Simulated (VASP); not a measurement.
# BH12C3N (R3m) in VASP: single point with LDA

Aim: the single point of BH12C3N with LDA.

All numbers are computed with VASP 6.6.1; they aren't measurements. Logs are shortened: lines on timing, memory, paths and dates and some standing lists are left out, and cuts for length are marked.

### Step 1. The cell of the first run

Symmetry: R3m, No. 160, trigonal system. Conventional cell: a = 8.576 Å, b = 8.576 Å, c = 5.591 Å, α = 90.00°, β = 90.00°, γ = 120.00°. B (site symmetry 3m) has 3 H at 1.23 Å and 1 N at 1.58 Å within 1.6 Å. H (site symmetry m) has 1 C at 1.10 Å within 1.5 Å. H (site symmetry 1) has 1 C at 1.10 Å within 1.5 Å. H (site symmetry m) has 1 B at 1.23 Å within 1.6 Å. Within 1.5 Å of C (site symmetry m) lie 3 H at 1.10 Å and 1 N at 1.47 Å. N (site symmetry 3m) has 3 C at 1.47 Å and 1 B at 1.58 Å within 2.0 Å.

### Step 2. Single point, LDA

Input file INCAR:

```
PREC = Accurate ; ENCUT = 520
EDIFF = 1E-6 ; ISMEAR = 0
SIGMA = 0.02 ; LREAL = Auto
LASPH = T ; NELM = 60
ALGO = Normal ; ISIF = 2
LWAVE = F ; LCHARG = T
GGA = CA ; LELF = T
LVHAR = T ; NBANDS = 30
```

Input file KPOINTS:

```
regular mesh
0
Gamma
  6 6 6
```

Input file POSCAR:

```
BH12C3N
1.0
    4.2877659379      2.4755428184      1.8636093865
   -4.2877659379      2.4755428184      1.8636093865
    0.0000000000     -4.9510856369      1.8636093864
B H C N
1 12 3 1
Direct
    0.9270528884      0.9270528884      0.9270528884
    0.2637574285      0.5385997629      0.2637574285
    0.2637574285      0.2637574285      0.5385997629
    0.5385997629      0.2637574285      0.2637574285
    0.3869313427      0.8737456998      0.5963650090
    0.5963650090      0.3869313427      0.8737456998
    0.8737456998      0.5963650090      0.3869313427
    0.5963650090      0.8737456998      0.3869313427
    0.8737456998      0.3869313427      0.5963650090
    0.3869313427      0.5963650090      0.8737456998
    0.0715262160      0.0715262160      0.8351176824
    0.8351176824      0.0715262160      0.0715262160
    0.0715262160      0.8351176824      0.0715262160
    0.4604036039      0.7379524916      0.4604036039
    0.4604036039      0.4604036039      0.7379524916
    0.7379524916      0.4604036039      0.4604036039
    0.6442185753      0.6442185753      0.6442185753
```

Potentials or basis: VASP PAW LDA potentials, release 64 (B, H, C, N).

Launch:

```bash
cat potpaw_LDA.64/B/POTCAR potpaw_LDA.64/H/POTCAR potpaw_LDA.64/C/POTCAR potpaw_LDA.64/N/POTCAR > POTCAR
mpirun -np 1 vasp_std > vasp.out
```

OUTCAR:

```text
PREC = Accurate
   ENCUT = 520
   EDIFF = 1E-6
   ISMEAR = 0
   LREAL = Auto
   LASPH = T
   NELM = 60
   ISIF = 2
   GGA = CA

 ion  position               nearest neighbor table
   1  0.927  0.927  0.927-  11 1.23  12 1.23  13 1.23  17 1.58
   2  0.264  0.539  0.264-  14 1.10
   3  0.264  0.264  0.539-  15 1.10
   4  0.539  0.264  0.264-  16 1.10
   5  0.387  0.874  0.596-  14 1.10
   6  0.596  0.387  0.874-  15 1.10
   7  0.874  0.596  0.387-  16 1.10
   8  0.596  0.874  0.387-  14 1.10
   9  0.874  0.387  0.596-  16 1.10
  10  0.387  0.596  0.874-  15 1.10
  11  0.072  0.072  0.835-   1 1.23
  12  0.835  0.072  0.072-   1 1.23
  13  0.072  0.835  0.072-   1 1.23
  14  0.460  0.738  0.460-   8 1.10   5 1.10   2 1.10  17 1.47
  15  0.460  0.460  0.738-   6 1.10  10 1.10   3 1.10  17 1.47
  16  0.738  0.460  0.460-   7 1.10   9 1.10   4 1.10  17 1.47
  17  0.644  0.644  0.644-  15 1.47  14 1.47  16 1.47   1 1.58

  LATTYP: Found a trigonal (rhomboedric) cell.
 ALAT       =     5.2902068891
 COS(alpha) =    -0.3138531361

  Lattice vectors:

 A1 = (   4.2877659379,   2.4755428184,   1.8636093865)
 A2 = (  -4.2877659379,   2.4755428184,   1.8636093865)
 A3 = (   0.0000000000,  -4.9510856369,   1.8636093864)

Analysis of symmetry for initial positions (statically):
=====================================================================
 Subroutine PRICEL returns:
 Original cell was already a primitive cell.

 Routine SETGRP: Setting up the symmetry group for a
 trigonal (rhombohedral) supercell.

 Subroutine GETGRP returns: Found  6 space group operations
 (whereof  6 operations were pure point group operations)
 out of a pool of 12 trial point group operations.

The static configuration has the point symmetry C_3v.

Analysis of symmetry for dynamics (positions and initial velocities):
=====================================================================
 Subroutine PRICEL returns:
 Original cell was already a primitive cell.

 Routine SETGRP: Setting up the symmetry group for a
 trigonal (rhombohedral) supercell.

 Subroutine GETGRP returns: Found  6 space group operations
 (whereof  6 operations were pure point group operations)
 out of a pool of 12 trial point group operations.

The dynamic configuration has the point symmetry C_3v.

 Subroutine INISYM returns: Found  6 space group operations
 (whereof  6 operations are pure point group operations),
 and found     1 'primitive' translations

----------------------------------------------------------------------------------------

                                     Primitive cell

  volume of cell :     118.6882

  direct lattice vectors                    reciprocal lattice vectors
     4.287765938  2.475542818  1.863609387     0.116610843  0.067325302  0.178864378
    -4.287765938  2.475542818  1.863609387    -0.116610843  0.067325302  0.178864378
     0.000000000 -4.951085637  1.863609386     0.000000000 -0.134650603  0.178864378

  length of vectors
     5.290206889  5.290206889  5.290206889     0.223882225  0.223882225  0.223882225

  position of ions in fractional coordinates (direct lattice)
     0.927052888  0.927052888  0.927052888
     0.263757428  0.538599763  0.263757429
     0.263757428  0.263757428  0.538599763
     0.538599763  0.263757428  0.263757429
     0.386931343  0.873745700  0.596365009
     0.596365009  0.386931343  0.873745700
[... 9 lines left out ...]
     0.737952492  0.460403604  0.460403604
     0.644218575  0.644218575  0.644218575

  ion indices of the primitive-cell ions
   primitive index   ion index
                 1           1
                 2           2
                 3           3
                 4           4
                 5           5
                 6           6
[... 9 lines left out ...]
                16          16
                17          17

----------------------------------------------------------------------------------------

 KPOINTS: regular mesh

Automatic generation of k-mesh.
 Grid dimensions read from file:
 generate k-points for:    6    6    6

 Generating k-lattice:

  Cartesian coordinates                     Fractional coordinates (reciprocal lattice)
     0.019435140  0.011220884  0.029810730     0.166666667  0.000000000 -0.000000000
    -0.019435140  0.011220884  0.029810730     0.000000000  0.166666667 -0.000000000
     0.000000000 -0.022441767  0.029810730     0.000000000  0.000000000  0.166666667

  Length of vectors
     0.037313704  0.037313704  0.037313704

  Shift w.r.t. Gamma in fractional coordinates (k-lattice)
     0.000000000  0.000000000  0.000000000

 Subroutine IBZKPT returns following result:
 ===========================================

 Found     32 irreducible k-points:

 Following reciprocal coordinates:
            Coordinates               Weight
  0.000000  0.000000  0.000000      1.000000
  0.166667  0.000000 -0.000000      6.000000
  0.333333 -0.000000 -0.000000      6.000000
  0.500000 -0.000000 -0.000000      3.000000
  0.166667  0.166667 -0.000000      6.000000
  0.333333  0.166667 -0.000000     12.000000
[... 16 lines left out ...]
  0.500000  0.500000  0.166667      6.000000
 -0.333333  0.500000  0.166667     12.000000
 [... further k-points ...]
   k-points           NKPTS =     32   k-points in BZ     NKDIM =     32   number of bands    NBANDS=     30
   number of dos      NEDOS =    301   number of ions     NIONS =     17
   total plane-waves  NPLWV =  64000
   dimension x,y,z NGX =    40 NGY =   40 NGZ =   40
   dimension x,y,z NGXF=    80 NGYF=   80 NGZF=   80
   ions per type =               1  12   3   1
   NGX,Y,Z   is equivalent  to a cutoff of  12.57, 12.57, 12.57 a.u.
   NGXF,Y,Z  is equivalent  to a cutoff of  25.14, 25.14, 25.14 a.u.
 SYSTEM =  unknown system
   PREC   = accura    normal or accurate (medium, high low for compatibility)
   ISTART =      0    job   : 0-new  1-cont  2-samecut
   ICHARG =      2    charge: 1-file 2-atom 10-const
   ISPIN  =      1    spin polarized calculation?
   LNONCOLLINEAR =      F non collinear calculations
   LSORBIT =      F    spin-orbit coupling
   LASPH  =      T    aspherical Exc in radial PAW
   ENCUT  =  520.0 eV  38.22 Ry    6.18 a.u.   9.84  9.84  9.84*2*pi/ulx,y,z
   NELM   =     60;   NELMIN=  2; NELMDL= -5     # of ELM steps
   EDIFF  = 0.1E-05   stopping-criterion for ELM
   LREAL  =      T    real-space projection
   EDIFFG = 0.1E-04   stopping-criterion for IOM
   NSW    =      0    number of steps for IOM
   IBRION =     -1    ionic relax: 0-MD 1-quasi-New 2-CG
   NFREE  =      0    steps in history (QN), initial steepest desc. (CG)
   ISIF   =      2    stress and relaxation
   ISYM   =      2    0-nonsym 1-usesym 2-fastsym
   POTIM  = 0.5000    time-step for ionic-motion
   TEBEG  =    0.0;   TEEND  =   0.0 temperature during run
   PSTRESS=    0.0 pullay stress
   NELECT =      32.0000    total number of electrons
   NUPDOWN=      -1.0000    fix difference up-down
   EMIN   =  10.00;   EMAX   =-10.00  energy-range for DOS
   EFERMI =   0.00;   METHOD = LEGACY
   ISMEAR =     0;   SIGMA  =   0.02  broadening in eV -4-tet -1-fermi 0-gaus
   EFERMI_NEDOS =   21; number of points for ismear=-14 and -15
   IALGO  =     38    algorithm
   IMIX   =      4    mixing-type and parameters
     AMIX     =   0.40;   BMIX     =  1.00
     AMIX_MAG =   1.60;   BMIX_MAG =  1.00
  volume/ion in A,a.u.               =       6.98        47.11
  Fermi-wavevector in a.u.,A,eV,Ry     =   1.057602  1.998578 15.218416  1.118522
  Thomas-Fermi vector in A             =   2.192881
   LORBIT       =      0    0 simple, 1 ext, 2 COOP (PROOUT), +10 PAW based schemes
   GGA     = CA    functional components
   LHFCALC =     F    Hartree Fock is set to
   AEXX    =    0.0000 exact exchange contribution
   IVDW    =     0    specifies the selected vdW correction
   LEPSILON=     F    determine dielectric tensor
   LRPA    =     F    only Hartree local field effects (RPA)
 non-spin polarized calculation
 Gauss-broadening in eV      SIGMA  =   0.02
  energy-cutoff  :      520.00
  volume of cell :      118.69
 maximum number of plane-waves:      3214
   NGX = 19   NGY = 19   NGZ = 19

 number of electron      32.0000000 magnetization

 Free energy of the ion-electron system (eV)
  ---------------------------------------------------
  ext. energy  EPLUGINS =         0.00000000
  ---------------------------------------------------
  free energy    TOTEN  =       -91.24054805 eV

  energy without entropy =      -91.24054805  energy(sigma->0) =      -91.24054805

 E-fermi :  -1.8499     XC(G=0):  -8.8418

 val. band max:       -2.0016810999   @ k =   0.5000   0.5000   0.5000
 cond. band min:       4.1152692290   @ k =   0.1667   0.1667   0.1667
 fundamental gap:      6.1169503289
 Fermi energy:        -1.8499206188

 k-point     1 :       0.0000    0.0000    0.0000
  band No.  band energies     occupation
      1     -19.9146      2.00000
      2     -13.1351      2.00000
      3     -13.1351      2.00000
      4     -11.1975      2.00000
      5      -9.2236      2.00000
      6      -7.4441      2.00000
[... 20 lines left out ...]
     27       9.9271      0.00000
     28       9.9271      0.00000

 k-point     2 :       0.1667    0.0000   -0.0000
  band No.  band energies     occupation
      1     -19.9079      2.00000
      2     -13.2058      2.00000
      3     -13.1358      2.00000
      4     -11.1611      2.00000
      5      -9.2072      2.00000
      6      -7.5128      2.00000
[... 20 lines left out ...]
     27       9.6130      0.00000
     28       9.9360      0.00000

 k-point     3 :       0.3333   -0.0000   -0.0000
  band No.  band energies     occupation
      1     -19.8944      2.00000
      2     -13.3346      2.00000
      3     -13.1369      2.00000
      4     -11.1064      2.00000
      5      -9.1761      2.00000
      6      -7.6313      2.00000
[... 20 lines left out ...]
     27       9.3583      0.00000
     28      10.0493      0.00000

 k-point     4 :       0.5000   -0.0000   -0.0000
  band No.  band energies     occupation
      1     -19.8876      2.00000
      2     -13.3940      2.00000
      3     -13.1375      2.00000
      4     -11.0863      2.00000
      5      -9.1629      2.00000
      6      -7.6836      2.00000
[... 20 lines left out ...]
     27       9.5526      0.00000
     28      10.1356      0.00000

 k-point     5 :       0.1667    0.1667   -0.0000
  band No.  band energies     occupation
      1     -19.8994      2.00000
      2     -13.2290      2.00000
      3     -13.1800      2.00000
      4     -11.1770      2.00000
      5      -9.1818      2.00000
      6      -7.5136      2.00000
[... 20 lines left out ...]
     27       9.7301      0.00000
     28       9.7866      0.00000

 k-point     6 :       0.3333    0.1667   -0.0000
  band No.  band energies     occupation
      1     -19.8876      2.00000
      2     -13.3494      2.00000
      3     -13.1857      2.00000
      4     -11.1009      2.00000
      5      -9.1185      2.00000
      6      -7.6363      2.00000
[... 463 lines left out ...]
      5      -8.9848      2.00000
      6      -7.8343      2.00000
[... 20 lines left out ...]
     27       9.3363      0.00000
     28      10.2304      0.00000

 k-point    22 :      -0.1667    0.3333    0.1667
  band No.  band energies     occupation
      1     -19.8862      2.00000
      2     -13.3499      2.00000
      3     -13.2297      2.00000
      4     -10.9743      2.00000
      5      -9.1153      2.00000
      6      -7.6964      2.00000
[... 20 lines left out ...]
     27       9.4769      0.00000
     28       9.9019      0.00000

 k-point    23 :       0.5000    0.5000    0.1667
  band No.  band energies     occupation
      1     -19.8702      2.00000
      2     -13.5088      2.00000
      3     -13.2818      2.00000
      4     -10.7086      2.00000
      5      -8.8756      2.00000
      6      -7.9095      2.00000
[... 20 lines left out ...]
     27       9.5784      0.00000
     28       9.8664      0.00000

 k-point    24 :      -0.3333    0.5000    0.1667
  band No.  band energies     occupation
      1     -19.8730      2.00000
      2     -13.4544      2.00000
      3     -13.2735      2.00000
      4     -10.8215      2.00000
      5      -8.9843      2.00000
      6      -7.8544      2.00000
[... 20 lines left out ...]
     27       9.8415      0.00000
     28      10.1365      0.00000

 [... further k-points ...]

 [bands above 28 left out]

------------------------ aborting loop because EDIFF is reached ----------------------------------------

  FORCE on cell =-STRESS in cart. coord.  units (eV):
  Direction    XX          YY          ZZ          XY          YZ          ZX
  --------------------------------------------------------------------------------------
  -------------------------------------------------------------------------------------
  Total        0.1187074      0.1187074      0.0270498     -0.0000000      0.0000000     -0.0000000
  in kB        1.6024365      1.6024365      0.3651462     -0.0000000      0.0000000     -0.0000000
  external PRESSURE =       1.1900064 kB  Pullay stress =       0.0000000 kB

 VOLUME and BASIS-vectors are now :
 -----------------------------------------------------------------------------
  energy-cutoff  :      520.00
  volume of cell :      118.69
      direct lattice vectors                 reciprocal lattice vectors
     4.287765938  2.475542818  1.863609387     0.116610843  0.067325302  0.178864378
    -4.287765938  2.475542818  1.863609387    -0.116610843  0.067325302  0.178864378
     0.000000000 -4.951085637  1.863609386     0.000000000 -0.134650603  0.178864378

 POSITION                                       TOTAL-FORCE (eV/Angst)
 -----------------------------------------------------------------------------------
      0.00000     -0.00000      5.18299        -0.000000     -0.000000      0.003342
     -1.17846      0.68038      1.98682        -0.001168      0.000674     -0.046221
      0.00000     -1.36077      1.98682        -0.000000     -0.001349     -0.046221
      1.17846      0.68038      1.98682         0.001168      0.000674     -0.046221
     -2.08735      0.16821      3.46080        -0.040377     -0.020301      0.015286
      0.89800     -1.89180      3.46080         0.037770     -0.024817      0.015286
[... 9 lines left out ...]
      1.19006      0.68708      3.09128         0.052670      0.030409     -0.016463
      0.00000     -0.00000      3.60172        -0.000000     -0.000000      0.068918
 -----------------------------------------------------------------------------------
    total drift:                                0.000000      0.000000     -0.011294

  FREE ENERGIE OF THE ION-ELECTRON SYSTEM (eV)
  ---------------------------------------------------
  free  energy   TOTEN  =       -91.2405480479 eV

  energy  without entropy=      -91.2405480479  energy(sigma->0) =      -91.24054805
```

Wall time 4.5 min (1 thread of Oxide Virtual Turin-like, shared host); peak memory 0.2 GiB.

Results:

```
Free energy            : -91.2405 eV
Pressure               : 0.1 GPa
Largest force          : 0.069 eV/Å
Band gap on the k mesh : 6.12 eV (least direct gap 6.23 eV)
```

Forces in eV/Å, atoms in the order of the input:
```
B    0.000  0.000  0.003
H   -0.001  0.001 -0.046
H    0.000 -0.001 -0.046
H    0.001  0.001 -0.046
H   -0.040 -0.020  0.015
H    0.038 -0.025  0.015
H    0.003  0.045  0.015
H   -0.003  0.045  0.015
H    0.040 -0.020  0.015
H   -0.038 -0.025  0.015
H    0.000  0.019  0.008
H   -0.016 -0.009  0.008
H    0.016 -0.009  0.008
C   -0.053  0.030 -0.016
C    0.000 -0.061 -0.016
C    0.053  0.030 -0.016
N    0.000  0.000  0.069
```

Stress tensor (GPa, compression positive):
```
0.16 0.00 0.00
0.00 0.16 0.00
0.00 0.00 0.04
```
